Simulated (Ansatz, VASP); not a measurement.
**Two plane-wave programs on WSe2**

File INCAR:

```
SYSTEM = WSe2
PREC = Accurate
ENCUT = 520
EDIFF = 1E-6
ISMEAR = 0
SIGMA = 0.05
LREAL = .False.
LASPH = .True.
NELM = 60
ALGO = Normal
ISIF = 2
LWAVE = .False.
LCHARG = .True.
GGA = PE
IVDW = 12
LELF = .True.
LVHAR = .True.
NBANDS = 35
```

KPOINTS

```
Automatic mesh
0
Gamma
  9 9 2
  0 0 0
```

The input POSCAR:

```
WSe2
1.0
    3.2790216039      0.0000000000      0.0000000000
   -1.6395108019      2.8397160085      0.0000000000
    0.0000000000      0.0000000000     12.7878979243
W Se
2 4
Direct
    0.1986413036      0.5680652575      0.2500000000
    0.6666666667      0.3333333333      0.7500000000
    0.3333333333      0.6666666667      0.6182859564
    0.6666666667      0.3333333333      0.1182859564
    0.3333333333      0.6666666667      0.8817140436
    0.6666666667      0.3333333333      0.3817140436
```

Input for Ansatz:

```yaml
crystal:
  lattice:
    - [3.2790216039, 0.0, 0.0]
    - [-1.6395108019, 2.8397160085, 0.0]
    - [0.0, 0.0, 12.7878979243]
  atoms:
    - { symbol: W, position: [0.1986413036, 0.5680652575, 0.25] }
    - { symbol: W, position: [0.6666666667, 0.3333333333, 0.75] }
    - { symbol: Se, position: [0.3333333333, 0.6666666667, 0.6182859564] }
    - { symbol: Se, position: [0.6666666667, 0.3333333333, 0.1182859564] }
    - { symbol: Se, position: [0.3333333333, 0.6666666667, 0.8817140436] }
    - { symbol: Se, position: [0.6666666667, 0.3333333333, 0.3817140436] }
basis:
  ecutwfc: 420
kpoints:
  mp_grid: { grid: [9, 9, 2] }
hamiltonian:
  xc: pbe
  pseudopotentials: { kind: paw, azcp: { folder: soft_1 } }
  dispersion: d3bj
scf:
  occupations: { method: gaussian, width: 0.05 }
output:
  forces: true
  stress: true
  eigenvalues: true
```

Alike in both runs: task single point; functional PBE; dispersion D3(BJ); k mesh 9 × 9 × 2; occupations gaussian, width 0.05 eV; no spin polarisation.

|  | VASP | Ansatz |
| --- | --- | --- |
| version | VASP 6.6.1 | Ansatz 0.2.0 |
| potentials or method | VASP PAW PBE potentials, release 64 (W_sv, Se), cutoff 520 eV | scalar-relativistic, plane waves, PAW |
| valence electrons in the cell | 52 | 92 |

|  | VASP | Ansatz | Ansatz less VASP |
| --- | --- | --- | --- |
| gap on the k mesh at the Fermi level (eV) | 0.56 | 0.56 | 0.000 |
| least direct gap on the mesh (eV) | 0.67 | 0.66 | -0.003 |
| pressure (GPa) | 5.1 | 4.8 | -0.35 |
| traceless stress, the component that is largest in VASP (GPa) | -5.31 | -5.21 | +0.096 |
| rms of the force components (eV/Å) | 2.206 | 2.193 | -0.0133 |

Atom by atom the forces differ by 0.026 eV/Å (rms over components). VASP's potentials hold 52 valence electrons a cell and Ansatz's 92, so a difference there can come from the potentials and not from the codes.

Neither program's run includes spin-orbit coupling.
